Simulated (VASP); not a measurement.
Wanted: the native input for a VASP 6.6.1 run.

```yaml
Task: single point
Functional: PBE
Potentials_or_basis: VASP PAW PBE potentials, release 64 (Mg, C)
Cutoff: 520 eV
k_mesh: 6 × 6 × 6
Occupations: gaussian, width 0.1 eV
Spin: no spin polarisation
Dipole_correction: no
Further_INCAR_settings: ALGO = Normal; EDIFF = 1e-06; NBANDS = 14
```

The structure of MgC lies in POSCAR:

```
MgC
1.0
    1.8319459105     -4.1594954906      0.0000000000
    1.8319459105      4.1594954906      0.0000000000
    0.0000000000      0.0000000000      2.7251204911
Mg C
2 2
Direct
    0.8545810996      0.1454189004      0.7500000000
    0.1454189004      0.8545810996      0.2500000000
    0.5542377086      0.4457622914      0.7500000000
    0.4457622914      0.5542377086      0.2500000000
```

These files were run (other wordings do the same):

INCAR

```
SYSTEM = MgC
  PREC = Accurate
  ENCUT = 520
  EDIFF = 1E-6
  ISMEAR = 0
  SIGMA = 0.1
  LREAL = .False.
  LASPH = .True.
  NELM = 80
  ALGO = Normal
  ISIF = 2
  LWAVE = .False.
  LCHARG = .False.
  GGA = PE
  NBANDS = 14
```

KPOINTS

```
regular mesh
0
Gamma
  6 6 6
  0 0 0
```

Potentials or basis: VASP PAW PBE potentials, release 64 (Mg, C).

The run is started by

```bash
$ cat potpaw_PBE.64/Mg/POTCAR potpaw_PBE.64/C/POTCAR > POTCAR
$ mpirun -np 1 vasp_std > vasp.out
```

It gave:

The pressure is -0.2 GPa. The largest force is 0.046 eV/Å and the band gap on the k mesh is zero (bands 6 and 7 overlap by 0.05 eV).

Caveat: the k points lie up to 0.38 Å⁻¹ apart.

It took 11 s on 1 thread of Intel(R) Xeon(R) 6975P-C (Granite Rapids) (shared host), peak memory 0.18 GiB.
